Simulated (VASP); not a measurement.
In:

```
CELL_PARAMETERS angstrom
-1.62615 1.62615 2.47395
1.62615 -1.62615 2.47395
1.62615 1.62615 -2.47395
ATOMIC_POSITIONS crystal
In 0.00000 0.00000 0.00000
```

Base run:

```yaml
Program: VASP 6.6.1
Functional: PBEsol
Potentials_or_basis: VASP PAW PBE potentials, release 64 (In_d)
Cutoff: 520 eV
k_mesh: 12 × 12 × 14
Occupations: fermi-dirac, width 0.05 eV
Spin: no spin polarisation
```

Its results: pressure -1.0 GPa.

Task: The run is repeated on the same cell with these changes: functional from PBEsol to PBE. What comes out?

Result: Pressure 2.0 GPa.

PBE binds less tightly than PBEsol, so the same cell stands under more pressure.

Caveats: the PAW data sets were made with another functional, which shifts forces and pressure a little (some runs).
